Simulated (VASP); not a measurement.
Runs of VASP 6.6.1 on Sb. The structure is that of space group Fm-3m (No. 225), or close to it. The cells are those of the table. 

```csv
task,cell,cutoff (eV),gap on the mesh (eV),pressure (GPa)
single point,"a = 3.343 Å, angles 60.0°, 1 atom",520,none,(a)
single point,"a = 3.321 Å, angles 60.0°, 1 atom",520,none,0.7
single point,"a = 3.332 Å, angles 60.0°, 1 atom",520,none,0.0
relaxation of cell and atoms,"relaxed from a = 3.335 Å, angles 60.0°, 1 atom",600,none,0.1
```

Alike in all rows: level PBEsol; potentials or basis VASP PAW PBE potentials, release 64 (Sb); no spin polarisation; k mesh 16 × 16 × 16; smearing methfessel-paxton 0.1 eV.

Problem. Estimate the missing entries.

Solution. (a) -0.7.

Caveats: the PAW data sets were made with another functional, which shifts forces and pressure a little; spin-orbit coupling is left out, which moves the levels of the heavy elements.

A k mesh can miss the band edges, and the runs leave out spin-orbit coupling on Sb.

A gap of «none» marks levels without a gap at the run's occupations.
